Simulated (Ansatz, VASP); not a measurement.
**B: VASP beside Ansatz**

File INCAR:

```
SYSTEM = B
PREC     = Accurate       ! precision mode
ENCUT    = 600            ! plane-wave cutoff, eV
EDIFF    = 1E-6           ! SCF threshold, eV
ISMEAR   = 0              ! smearing method
SIGMA    = 0.1            ! smearing width, eV
LREAL    = .False.        ! projectors in reciprocal space
LASPH    = .True.         ! aspherical terms in the spheres
NELM     = 100            ! most SCF steps
ALGO     = Normal         ! electronic algorithm
ISIF     = 3              ! what is computed and relaxed
LWAVE    = .False.        ! write WAVECAR
LCHARG   = .False.        ! write CHGCAR
GGA      = PE             ! functional
IBRION   = 2              ! ionic algorithm
NSW      = 100            ! ionic steps
EDIFFG   = -0.01          ! ionic threshold
```

Contents of KPOINTS:

```
Automatic mesh
0
Gamma
  30 30 30
  0 0 0
```

File POSCAR:

```
B
1.0
   -0.9908442122      0.9908442122      1.5047860826
    0.9908442122     -0.9908442122      1.5047860826
    0.9908442122      0.9908442122     -1.5047860826
B
1
Direct
    0.0000000000      0.0000000000      0.0000000000
```

Input for Ansatz:

```yaml
crystal:
  lattice:
    - [-0.9908442122, 0.9908442122, 1.5047860826]
    - [0.9908442122, -0.9908442122, 1.5047860826]
    - [0.9908442122, 0.9908442122, -1.5047860826]
  atoms:
    - { symbol: B, position: [0.0, 0.0, 0.0] }
basis:
  ecutwfc: 420
kpoints:
  mp_grid: { grid: [30, 30, 30] }
hamiltonian:
  xc: pbe
scf:
  occupations: { method: gaussian, width: 0.1 }
output:
  forces: true
  stress: true
  eigenvalues: true
relax:
  adjacent_minimum: "off"
  f_tol: 0.01
  max_steps: 80
  cell: { stress_tol: 0.05 }
```

Alike in both runs: task relaxation of cell and atoms; functional PBE; k mesh 30 × 30 × 30; occupations gaussian, width 0.1 eV; no spin polarisation.

|  | VASP | Ansatz |
| --- | --- | --- |
| version | VASP 6.6.1 | Ansatz 0.2.0 |
| potentials or method | VASP PAW PBE potentials, release 64 (B), cutoff 600 eV | scalar-relativistic, plane waves, PAW |
| valence electrons in the cell | 3 | 3 |

```csv
,VASP,Ansatz,Ansatz less VASP
"gap on the k mesh at the Fermi level, each at its own relaxed structure (eV)",none,none,-
relaxed volume (Å³/atom),5.89,5.89,0.000
relaxed length of the cell vector where the two differ most in proportion (Å),2.034,2.034,+0.0003
```

A gap of «none» marks a metal or a gap that the smearing closes.
